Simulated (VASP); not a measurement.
Wanted: the native input for a VASP 6.6.1 run.

| Item | Value |
| --- | --- |
| Task | single point |
| Functional | PBE |
| Potentials or basis | VASP PAW PBE potentials, release 64 (Na_pv, Cl, Mg) |
| Cutoff | 520 eV |
| k mesh | 1 × 1 × 1 |
| Occupations | fermi-dirac, width 0.0552 eV |
| Spin | no spin polarisation |
| Dipole correction | no |
| Further INCAR settings | LREAL = Auto; ALGO = Normal; EDIFF = 1e-06; NBANDS = 87; ISYM = 0 |

The structure of NaMg2Cl5 lies in POSCAR:

```
NaMg2Cl5
1.0
    8.4867630000     -0.1409510000      0.2958770000
   -0.1409510000      8.3834470000      0.0484200000
    0.2958770000      0.0484200000      8.4326000000
Na Cl Mg
3 15 6
Direct
    0.6034996980      0.3832852776     -0.1338274498
    0.9431612970      0.4287863582      0.5840111507
    0.2224078933      0.1042356662      0.8279725742
   -0.0532068247      0.0916954148      0.7017925413
    0.1266332364      0.6178600172      0.3818334032
    0.7972320298      0.8500777478      0.3902500550
    0.4504269435      0.9343965867      0.3812240050
    0.7625332218     -0.1628139680      0.9844917831
    0.4614029776      0.5966492611      0.1598048898
    0.3606361913      0.4176835240      0.5883797179
    0.1069649824      0.9254885815      0.0987474047
    0.7189195558      0.2807774012      0.2973971251
    0.3400366553      0.7482625350      0.8526477128
    0.4374076630      0.1682068990      0.0700418086
    0.6600545757      0.6248807605      0.6352667393
    0.1276473664      0.2259760962      0.3642378765
    0.0217132155      0.4253547591      0.9842713850
    0.5359916003      0.1100191907      0.7036864412
    0.7408122694     -0.0871407734      0.6924676902
    0.4279915952      0.2610761800      0.3693417003
    0.4996054106      0.9016405862      0.0529288491
    0.4212515035      0.6723215850      0.4299142089
    0.9236678185      0.0712707421      0.2726025197
    0.1552996598      0.6595185588      0.0927459519
```

One way to write it, as run:

INCAR

```
PREC = Accurate
ENCUT = 520
EDIFF = 1E-6
ISMEAR = -1
SIGMA = 0.0552
LREAL = Auto
LASPH = T
NELM = 60
ALGO = Normal
ISIF = 2
LWAVE = F
LCHARG = F
GGA = PE
NBANDS = 87
ISYM = 0
```

KPOINTS

```
regular mesh
0
Gamma
  1 1 1
```

Potentials or basis: VASP PAW PBE potentials, release 64 (Na_pv, Cl, Mg).

Run with:

```sh
$ cat potpaw_PBE.64/Na_pv/POTCAR potpaw_PBE.64/Cl/POTCAR potpaw_PBE.64/Mg/POTCAR > POTCAR
$ mpirun -np 1 vasp_gam > vasp.out
```

It gave:

The pressure is 1.3 GPa and the largest force is 1.370 eV/Å. The band gap on the k mesh is 3.68 eV.

Caveat: the k points lie up to 0.75 Å⁻¹ apart.

Run time: 79 s on 1 thread of Intel(R) Xeon(R) Platinum 8259CL CPU @ 2.50GHz (Skylake/Cascade Lake), with other jobs on the host, peak memory 0.53 GiB.
